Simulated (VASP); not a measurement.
# SrTa2O5 in VASP: further runs

The runs below take SrTa2O5 through single point, with PBE.

Program: VASP 6.6.1. These are calculated values, not measurements. Logs are shortened: lines on timing, memory, paths and dates and some standing lists are left out, and cuts for length are marked.

## 1. The cell of the first run

Symmetry: Cmmm, No. 65, orthorhombic system. Conventional cell: a = 4.135 Å, b = 12.291 Å, c = 3.976 Å, α = 90.00°, β = 90.00°, γ = 90.00°. Within 3.6 Å of Sr (site symmetry mmm) lie 12 O at 2.77 to 2.87 Å and 8 Ta at 3.52 Å. Ta (site symmetry m2m) has 6 O at 1.99 to 2.18 Å within 2.6 Å. Within 2.6 Å of O (site symmetry m2m) lie 2 Ta at 1.99 Å. Within 2.7 Å of O (site symmetry mmm) lie 2 Ta at 2.04 Å. Within 2.7 Å of O (site symmetry m2m) lie 3 Ta at 2.07 to 2.18 Å.

## 2. Single point, PBE

The input, INCAR:

```
ALGO = Normal
EDIFF = 1E-6
ENCUT = 520
GGA = PE
ISIF = 2
ISMEAR = 0
LASPH = T
LCHARG = F
LREAL = F
LWAVE = F
NBANDS = 41
NELM = 80
PREC = Accurate
SIGMA = 0.1
```

The input, KPOINTS:

```
k-points
0
Gamma
  8 8 8
```

The input, POSCAR:

```
SrTa2O5
1.0
    2.0675688922     -6.1453423572      0.0000000000
    2.0675688922      6.1453423572      0.0000000000
    0.0000000000      0.0000000000      3.9755315413
Sr Ta O
1 2 5
Direct
    0.5000000000      0.5000000000      0.0000000000
    0.1657406854      0.8342593146      0.5000000000
    0.8342593146      0.1657406854      0.5000000000
    0.1575052555      0.8424947445      0.0000000000
    0.8424947445      0.1575052555      0.0000000000
    0.0000000000      0.0000000000      0.5000000000
    0.3434766030      0.6565233970      0.5000000000
    0.6565233970      0.3434766030      0.5000000000
```

Potentials or basis: VASP PAW PBE potentials, release 64 (Sr_sv, Ta_pv, O).

The run is started by

```console
$ cat potpaw_PBE.64/Sr_sv/POTCAR potpaw_PBE.64/Ta_pv/POTCAR potpaw_PBE.64/O/POTCAR > POTCAR
$ mpirun -np 1 vasp_std > vasp.out
```

OUTCAR:

```text
EDIFF = 1E-6
   ENCUT = 520
   GGA = PE
   ISIF = 2
   ISMEAR = 0
   LASPH = T
   LREAL = F
   NELM = 80
   PREC = Accurate

 ion  position               nearest neighbor table
   1  0.500  0.500  0.000-   7 2.77   8 2.77   7 2.77   8 2.77   4 2.83   5 2.83   4 2.83   5 2.83
                             6 2.87   6 2.87   6 2.87   6 2.87   2 3.52   2 3.52   2 3.52   3 3.52
   2  0.166  0.834  0.500-   4 1.99   4 1.99   6 2.04   8 2.07   8 2.07   7 2.18   3 2.93   3 2.93
                             1 3.52   1 3.52   1 3.52   1 3.52
   3  0.834  0.166  0.500-   5 1.99   5 1.99   6 2.04   7 2.07   7 2.07   8 2.18   2 2.93   2 2.93
                             1 3.52   1 3.52   1 3.52   1 3.52
   4  0.158  0.842  0.000-   2 1.99   2 1.99   1 2.83   1 2.83
   5  0.842  0.158  0.000-   3 1.99   3 1.99   1 2.83   1 2.83
   6  0.000  0.000  0.500-   2 2.04   3 2.04   1 2.87   1 2.87   1 2.87   1 2.87
   7  0.343  0.657  0.500-   3 2.07   3 2.07   2 2.18   1 2.77   1 2.77
   8  0.657  0.343  0.500-   2 2.07   2 2.07   3 2.18   1 2.77   1 2.77

  LATTYP: Found a base centered orthorhombic cell.
 ALAT       =     4.1351377844
 B/A-ratio  =     2.9722551836
 C/A-ratio  =     0.9614024365

  Lattice vectors:

 A1 = (   2.0675688922,  -6.1453423572,   0.0000000000)
 A2 = (   2.0675688922,   6.1453423572,   0.0000000000)
 A3 = (   0.0000000000,   0.0000000000,   3.9755315413)

Analysis of symmetry for initial positions (statically):
=====================================================================
 Subroutine PRICEL returns:
 Original cell was already a primitive cell.

 Routine SETGRP: Setting up the symmetry group for a
 base centered orthorhombic supercell.

 Subroutine GETGRP returns: Found  8 space group operations
 (whereof  8 operations were pure point group operations)
 out of a pool of  8 trial point group operations.

The static configuration has the point symmetry D_2h.

Analysis of symmetry for dynamics (positions and initial velocities):
=====================================================================
 Subroutine PRICEL returns:
 Original cell was already a primitive cell.

 Routine SETGRP: Setting up the symmetry group for a
 base centered orthorhombic supercell.

 Subroutine GETGRP returns: Found  8 space group operations
 (whereof  8 operations were pure point group operations)
 out of a pool of  8 trial point group operations.

The dynamic configuration has the point symmetry D_2h.

 Subroutine INISYM returns: Found  8 space group operations
 (whereof  8 operations are pure point group operations),
 and found     1 'primitive' translations

----------------------------------------------------------------------------------------

                                     Primitive cell

  volume of cell :     101.0256

  direct lattice vectors                    reciprocal lattice vectors
     2.067568892 -6.145342357  0.000000000     0.241829910 -0.081362432  0.000000000
     2.067568892  6.145342357  0.000000000     0.241829910  0.081362432  0.000000000
     0.000000000  0.000000000  3.975531541     0.000000000  0.000000000  0.251538691

  length of vectors
     6.483831723  6.483831723  3.975531541     0.255150056  0.255150056  0.251538691

  position of ions in fractional coordinates (direct lattice)
     0.500000000  0.500000000  0.000000000
     0.165740685  0.834259315  0.500000000
     0.834259315  0.165740685  0.500000000
     0.157505255  0.842494745  0.000000000
     0.842494745  0.157505255  0.000000000
     0.000000000  0.000000000  0.500000000
     0.343476603  0.656523397  0.500000000
     0.656523397  0.343476603  0.500000000

  ion indices of the primitive-cell ions
   primitive index   ion index
                 1           1
                 2           2
                 3           3
                 4           4
                 5           5
                 6           6
                 7           7
                 8           8

----------------------------------------------------------------------------------------

 KPOINTS: k-points

Automatic generation of k-mesh.
 Grid dimensions read from file:
 generate k-points for:    8    8    8

 Generating k-lattice:

  Cartesian coordinates                     Fractional coordinates (reciprocal lattice)
     0.030228739 -0.010170304  0.000000000     0.125000000  0.000000000  0.000000000
     0.030228739  0.010170304  0.000000000     0.000000000  0.125000000  0.000000000
     0.000000000  0.000000000  0.031442336     0.000000000  0.000000000  0.125000000

  Length of vectors
     0.031893757  0.031893757  0.031442336

  Shift w.r.t. Gamma in fractional coordinates (k-lattice)
     0.000000000  0.000000000  0.000000000

 Subroutine IBZKPT returns following result:
 ===========================================

 Found    105 irreducible k-points:

 Following reciprocal coordinates:
            Coordinates               Weight
  0.000000  0.000000  0.000000      1.000000
  0.125000  0.000000  0.000000      4.000000
  0.250000  0.000000  0.000000      4.000000
  0.375000  0.000000  0.000000      4.000000
  0.500000  0.000000  0.000000      2.000000
  0.125000  0.125000  0.000000      2.000000
[... 16 lines left out ...]
  0.125000  0.000000  0.125000      8.000000
  0.250000  0.000000  0.125000      8.000000
 [... further k-points ...]
   k-points           NKPTS =    105   k-points in BZ     NKDIM =    105   number of bands    NBANDS=     41
   number of dos      NEDOS =    301   number of ions     NIONS =      8
   total plane-waves  NPLWV =  69120
   dimension x,y,z NGX =    48 NGY =   48 NGZ =   30
   dimension x,y,z NGXF=    96 NGYF=   96 NGZF=   60
   ions per type =               1   2   5
   NGX,Y,Z   is equivalent  to a cutoff of  12.31, 12.31, 12.55 a.u.
   NGXF,Y,Z  is equivalent  to a cutoff of  24.61, 24.61, 25.09 a.u.
 SYSTEM =  unknown system
   PREC   = accura    normal or accurate (medium, high low for compatibility)
   ISTART =      0    job   : 0-new  1-cont  2-samecut
   ICHARG =      2    charge: 1-file 2-atom 10-const
   ISPIN  =      1    spin polarized calculation?
   LNONCOLLINEAR =      F non collinear calculations
   LSORBIT =      F    spin-orbit coupling
   LASPH  =      T    aspherical Exc in radial PAW
   ENCUT  =  520.0 eV  38.22 Ry    6.18 a.u.  12.06 12.06  7.39*2*pi/ulx,y,z
   NELM   =     80;   NELMIN=  2; NELMDL= -5     # of ELM steps
   EDIFF  = 0.1E-05   stopping-criterion for ELM
   LREAL  =      F    real-space projection
   EDIFFG = 0.1E-04   stopping-criterion for IOM
   NSW    =      0    number of steps for IOM
   IBRION =     -1    ionic relax: 0-MD 1-quasi-New 2-CG
   NFREE  =      0    steps in history (QN), initial steepest desc. (CG)
   ISIF   =      2    stress and relaxation
   ISYM   =      2    0-nonsym 1-usesym 2-fastsym
   POTIM  = 0.5000    time-step for ionic-motion
   TEBEG  =    0.0;   TEEND  =   0.0 temperature during run
   PSTRESS=    0.0 pullay stress
   NELECT =      62.0000    total number of electrons
   NUPDOWN=      -1.0000    fix difference up-down
   EMIN   =  10.00;   EMAX   =-10.00  energy-range for DOS
   EFERMI =   0.00;   METHOD = LEGACY
   ISMEAR =     0;   SIGMA  =   0.10  broadening in eV -4-tet -1-fermi 0-gaus
   EFERMI_NEDOS =   21; number of points for ismear=-14 and -15
   IALGO  =     38    algorithm
   IMIX   =      4    mixing-type and parameters
     AMIX     =   0.40;   BMIX     =  1.00
     AMIX_MAG =   1.60;   BMIX_MAG =  1.00
  volume/ion in A,a.u.               =      12.63        85.22
  Fermi-wavevector in a.u.,A,eV,Ry     =   1.391217  2.629019 26.333880  1.935486
  Thomas-Fermi vector in A             =   2.515078
   LORBIT       =      0    0 simple, 1 ext, 2 COOP (PROOUT), +10 PAW based schemes
   GGA     = PE    functional components
   LHFCALC =     F    Hartree Fock is set to
   AEXX    =    0.0000 exact exchange contribution
   IVDW    =     0    specifies the selected vdW correction
   LEPSILON=     F    determine dielectric tensor
   LRPA    =     F    only Hartree local field effects (RPA)
 non-spin polarized calculation
 Gauss-broadening in eV      SIGMA  =   0.10
  energy-cutoff  :      520.00
  volume of cell :      101.03
 maximum number of plane-waves:      2749
   NGX = 25   NGY = 25   NGZ = 15

 number of electron      61.9999987 magnetization

 Free energy of the ion-electron system (eV)
  ---------------------------------------------------
  ext. energy  EPLUGINS =         0.00000000
  ---------------------------------------------------
  free energy    TOTEN  =       -72.38896816 eV

  energy without entropy =      -72.38065216  energy(sigma->0) =      -72.38481016

 E-fermi :   6.0845     XC(G=0): -11.2250

 val. band max:        6.0763027410   @ k =   0.5000   0.0000   0.0000
 cond. band min:       6.0859783472   @ k =  -0.2500   0.1250   0.1250
 fundamental gap:      0.0096756062
 Fermi energy:         6.0845061951

 k-point     1 :       0.0000    0.0000    0.0000
  band No.  band energies     occupation
      1     -30.5709      2.00000
      2     -30.5679      2.00000
      3     -30.4812      2.00000
      4     -30.4129      2.00000
      5     -30.2689      2.00000
      6     -30.2285      2.00000
[... 33 lines left out ...]
     40       9.4617      0.00000
     41       9.8967      0.00000

 k-point     2 :       0.1250    0.0000    0.0000
  band No.  band energies     occupation
      1     -30.5893      2.00000
      2     -30.5779      2.00000
      3     -30.4783      2.00000
      4     -30.4152      2.00000
      5     -30.2891      2.00000
      6     -30.2198      2.00000
[... 33 lines left out ...]
     40       9.7009      0.00000
     41      10.3584      0.00000

 k-point     3 :       0.2500    0.0000    0.0000
  band No.  band energies     occupation
      1     -30.6336      2.00000
      2     -30.6056      2.00000
      3     -30.4701      2.00000
      4     -30.4218      2.00000
      5     -30.2983      2.00000
      6     -30.2017      2.00000
[... 33 lines left out ...]
     40      10.3900      0.00000
     41      10.7880      0.00000

 k-point     4 :       0.3750    0.0000    0.0000
  band No.  band energies     occupation
      1     -30.6684      2.00000
      2     -30.6462      2.00000
      3     -30.4582      2.00000
      4     -30.4320      2.00000
      5     -30.2721      2.00000
      6     -30.2002      2.00000
[... 825 lines left out ...]
     40       9.6429      0.00000
     41      10.0157      0.00000

 k-point    23 :       0.1250    0.0000    0.1250
  band No.  band energies     occupation
      1     -30.5886      2.00000
      2     -30.5766      2.00000
      3     -30.4958      2.00000
      4     -30.4301      2.00000
      5     -30.2850      2.00000
      6     -30.2191      2.00000
[... 33 lines left out ...]
     40       9.7940      0.00000
     41      10.4858      0.00000

 k-point    24 :       0.2500    0.0000    0.1250
  band No.  band energies     occupation
      1     -30.6327      2.00000
      2     -30.6049      2.00000
      3     -30.4867      2.00000
      4     -30.4369      2.00000
      5     -30.2920      2.00000
      6     -30.2012      2.00000
[... 33 lines left out ...]
     40      10.6725      0.00000
     41      11.0826      0.00000

 [... further k-points ...]
[... 5 lines left out ...]
  --------------------------------------------------------------------------------------
  -------------------------------------------------------------------------------------
  Total        0.3429073      0.3786501      0.5026412      0.0000000      0.0000000      0.0000000
  in kB        5.4382115      6.0050606      7.9714505      0.0000000      0.0000000      0.0000000
  external PRESSURE =       6.4715742 kB  Pullay stress =       0.0000000 kB

 VOLUME and BASIS-vectors are now :
 -----------------------------------------------------------------------------
  energy-cutoff  :      520.00
  volume of cell :      101.03
      direct lattice vectors                 reciprocal lattice vectors
     2.067568892 -6.145342357  0.000000000     0.241829910 -0.081362432  0.000000000
     2.067568892  6.145342357  0.000000000     0.241829910  0.081362432  0.000000000
     0.000000000  0.000000000  3.975531541     0.000000000  0.000000000  0.251538691

 POSITION                                       TOTAL-FORCE (eV/Angst)
 -----------------------------------------------------------------------------------
      2.06757      0.00000      0.00000         0.000000      0.000000      0.000000
      2.06757      4.10828      1.98777        -0.000000     -0.009384     -0.000000
      2.06757     -4.10828      1.98777        -0.000000      0.009384      0.000000
      2.06757      4.20949      0.00000        -0.000000     -0.008445     -0.000000
      2.06757     -4.20949      0.00000        -0.000000      0.008445      0.000000
      0.00000      0.00000      1.98777        -0.000000      0.000000      0.000000
      2.06757      1.92378      1.98777        -0.000000     -0.013532      0.000000
      2.06757     -1.92378      1.98777        -0.000000      0.013532      0.000000
 -----------------------------------------------------------------------------------
    total drift:                                0.000000      0.000000     -0.000000

  FREE ENERGIE OF THE ION-ELECTRON SYSTEM (eV)
  ---------------------------------------------------
  free  energy   TOTEN  =       -72.3889681560 eV

  energy  without entropy=      -72.3806521589  energy(sigma->0) =      -72.38481016
```

It took 6.9 min on 1 thread of Intel Xeon Platinum 8488C (Sapphire Rapids), shared host; peak memory 0.51 GiB.

Results:

* Free energy: -72.3890 eV
* Pressure: 0.6 GPa
* Largest force: 0.014 eV/Å
* Band gap on the k mesh: zero (band 31 reaches 7.35 eV, above the bottom of band 32 at 4.73 eV)

Forces on the atoms (eV/Å):
```
Sr   0.000  0.000  0.000
Ta   0.000 -0.009  0.000
Ta   0.000  0.009  0.000
O    0.000 -0.008  0.000
O    0.000  0.008  0.000
O    0.000  0.000  0.000
O    0.000 -0.014  0.000
O    0.000  0.014  0.000
```

Caveat: spin-orbit coupling is left out, which moves the levels of the heavy elements.

## 3. Single point, PBE

This run uses another cell than the first one, of the same volume but with other edges.

The input, INCAR:

```
ALGO = Normal ; EDIFF = 1E-6
ENCUT = 520 ; GGA = PE
ISIF = 2 ; ISMEAR = 0
LASPH = True ; LCHARG = False
LREAL = False ; LWAVE = False
NBANDS = 41 ; NELM = 100
PREC = Accurate ; SIGMA = 0.2
```

The input, KPOINTS:

```
k-points
0
Gamma
  6 6 6
```

The input, POSCAR:

```
SrTa2O5
1.0
    0.0021326157     -0.0014795084      3.9757383736
   -4.1543448645      0.0012194387     -0.0025379486
    2.0791346398     -6.1196507358      0.0031664876
Sr Ta O
1 2 5
Direct
    0.0000018936      0.5000868390      0.9999822201
    0.4998789541      0.1664016242      0.3324904036
    0.5001487916      0.8336373256      0.6674993274
   -0.0001310641      0.1570161754      0.3138948586
    0.0001206999      0.8429128558      0.6861233868
    0.4999747097      0.9999300931      0.9999975682
    0.5001599741      0.3435802399      0.6874661847
    0.4998460411      0.6564348469      0.3125460506
```

Potentials or basis: VASP PAW PBE potentials, release 64 (Sr_sv, Ta_pv, O).

The run is started by

```console
$ cat potpaw_PBE.64/Sr_sv/POTCAR potpaw_PBE.64/Ta_pv/POTCAR potpaw_PBE.64/O/POTCAR > POTCAR
$ mpirun -np 1 vasp_std > vasp.out
```

OUTCAR:

```text
EDIFF = 1E-6
   ENCUT = 520
   GGA = PE
   ISIF = 2
   ISMEAR = 0
   LASPH = True
   LREAL = False
   NELM = 100
   PREC = Accurate

 ion  position               nearest neighbor table
   1  0.000  0.500  1.000-   7 2.76   8 2.76   7 2.76   8 2.76   4 2.83   5 2.83   5 2.83   4 2.83
                             6 2.87   6 2.87   6 2.88   6 2.88   3 3.52   2 3.52   2 3.52   3 3.52
   2  0.500  0.166  0.332-   4 1.99   4 1.99   6 2.03   8 2.08   8 2.08   7 2.17   3 2.92   3 2.92
                             1 3.52   1 3.52   1 3.52   1 3.52
   3  0.500  0.834  0.667-   5 1.99   5 1.99   6 2.03   7 2.08   7 2.08   8 2.17   2 2.92   2 2.92
                             1 3.52   1 3.52   1 3.52   1 3.52
   4  1.000  0.157  0.314-   2 1.99   2 1.99   1 2.83   1 2.83
   5  0.000  0.843  0.686-   3 1.99   3 1.99   1 2.83   1 2.83
   6  0.500  1.000  1.000-   2 2.03   3 2.03   1 2.87   1 2.87   1 2.88   1 2.88
   7  0.500  0.344  0.687-   3 2.08   3 2.08   2 2.17   1 2.76   1 2.76
   8  0.500  0.656  0.313-   2 2.08   2 2.08   3 2.17   1 2.76   1 2.76

  LATTYP: Found a triclinic cell.
 ALAT       =    14.4337680375
 B/A-ratio  =     0.3981585804
 C/A-ratio  =     0.8478786148
 COS(alpha) =     0.0000279555
[... 199 lines left out ...]
 cond. band min:       5.9478328712   @ k =  -0.1667   0.1667   0.5000
 fundamental gap:      0.0424195006
 Fermi energy:         5.9424206115

 k-point     1 :       0.0000    0.0000    0.0000
  band No.  band energies     occupation
      1     -30.5857      2.00000
      2     -30.5591      2.00000
      3     -30.5271      2.00000
      4     -30.4571      2.00000
      5     -30.2477      2.00000
      6     -30.2430      2.00000
[... 1045 lines left out ...]
     40      10.7616      0.00000
     41      10.8285      0.00000

 [... further k-points ...]
[... 5 lines left out ...]
  --------------------------------------------------------------------------------------
  -------------------------------------------------------------------------------------
  Total        0.3497811      0.3813291      0.4577718      0.0105091      0.0328862     -0.0573083
  in kB        5.5450242      6.0451500      7.2569833      0.1665992      0.5213395     -0.9085001
  external PRESSURE =       6.2823858 kB  Pullay stress =       0.0000000 kB

 VOLUME and BASIS-vectors are now :
 -----------------------------------------------------------------------------
  energy-cutoff  :      520.00
  volume of cell :      101.07
      direct lattice vectors                 reciprocal lattice vectors
     0.002132616 -0.001479508  3.975738374    -0.000153638  0.000077949  0.251525716
    -4.154344864  0.001219439 -0.002537949    -0.240735909 -0.081789317  0.000098696
     2.079134640 -6.119650736  0.003166488    -0.000047933 -0.163424335 -0.000060790

 POSITION                                       TOTAL-FORCE (eV/Angst)
 -----------------------------------------------------------------------------------
      0.00156     -6.11893      0.00190         0.000304     -0.000243      0.000137
      0.00107     -2.03526      1.98802         0.002147      0.000131     -0.002262
     -2.07433     -4.08459      1.98846         0.001635     -0.001378      0.000382
      0.00246     -1.92221      3.97581        -0.000474     -0.010323      0.000434
     -2.07521     -4.19781      0.00051        -0.001626      0.010975      0.000842
     -2.07386     -6.11916      1.98840        -0.001451     -0.000456      0.000420
      0.00305     -4.20737      1.98981        -0.001634     -0.013596     -0.003410
     -2.07617     -1.91261      1.98658         0.001098      0.014891      0.003457
 -----------------------------------------------------------------------------------
    total drift:                                0.000005     -0.000009     -0.000004

  FREE ENERGIE OF THE ION-ELECTRON SYSTEM (eV)
  ---------------------------------------------------
  free  energy   TOTEN  =       -72.3538529696 eV

  energy  without entropy=      -72.3074157687  energy(sigma->0) =      -72.33063437
```

Wall time 6 min (1 thread of Intel Xeon Platinum 8488C (Sapphire Rapids), shared host); peak memory 0.49 GiB.

Results:

| Quantity | Value |
| --- | --- |
| Free energy | -72.3539 eV |
| Pressure | 0.6 GPa |
| Largest force | 0.015 eV/Å |
| Band gap on the k mesh | zero (band 31 reaches 7.30 eV, above the bottom of band 32 at 4.71 eV) |

Forces on the atoms (eV/Å):
```
Sr   0.000  0.000  0.000
Ta   0.002  0.000 -0.002
Ta   0.002 -0.001  0.000
O    0.000 -0.010  0.000
O   -0.002  0.011  0.001
O   -0.001  0.000  0.000
O   -0.002 -0.014 -0.003
O    0.001  0.015  0.003
```

Caveat: spin-orbit coupling is left out, which moves the levels of the heavy elements.
